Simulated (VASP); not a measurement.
Write the native input for VASP 6.6.1 that does the following.

| Property | Result |
| --- | --- |
| Task | single point |
| Functional | PBE |
| Potentials or basis | VASP PAW PBE potentials, release 64 (Bi_d) |
| Cutoff | 520 eV |
| k mesh | 9 × 9 × 3 |
| Occupations | fermi-dirac, width 0.03 eV |
| Spin | no spin polarisation |
| Dipole correction | no |
| Further INCAR settings | ALGO = Normal; EDIFF = 1e-06; NBANDS = 22 |

The structure of Bi lies in POSCAR:

```
Bi
1.0
    4.6280229066      0.0000000000      0.0000000000
   -2.3140114533      4.0079854064      0.0000000000
    0.0000000000      0.0000000000     12.0610000764
Bi
2
Direct
    0.3333333333      0.6666666667      0.2500000000
    0.6666666667      0.3333333333      0.7500000000
```

This cell differs from its parent crystal: volume scaled by 1.06.

These files were run (other wordings do the same):

INCAR

```
SYSTEM = Bi
PREC = Accurate ; ENCUT = 520
EDIFF = 1E-6 ; ISMEAR = -1
SIGMA = 0.03 ; LREAL = .FALSE.
LASPH = .TRUE. ; NELM = 100
ALGO = Normal ; ISIF = 2
LWAVE = .FALSE. ; LCHARG = .FALSE.
GGA = PE ; NBANDS = 22
```

KPOINTS

```
regular mesh
0
G
  9 9 3
  0 0 0
```

Potentials or basis: VASP PAW PBE potentials, release 64 (Bi_d).

The run is started by

```bash
$ cat potpaw_PBE.64/Bi_d/POTCAR > POTCAR
$ mpirun -np 1 vasp_std > vasp.out
```

It gave:

```yaml
Pressure: -3.0 GPa
Band_gap_on_the_k_mesh: zero (band 15 reaches 0.03 eV, above the bottom of band 16 at -1.90 eV)
```

Caveat: spin-orbit coupling is left out, which moves the levels of the heavy elements.

Run time: 72 s on 1 thread of Intel Xeon 6975P-C, with other jobs on the host, peak memory 0.37 GiB.
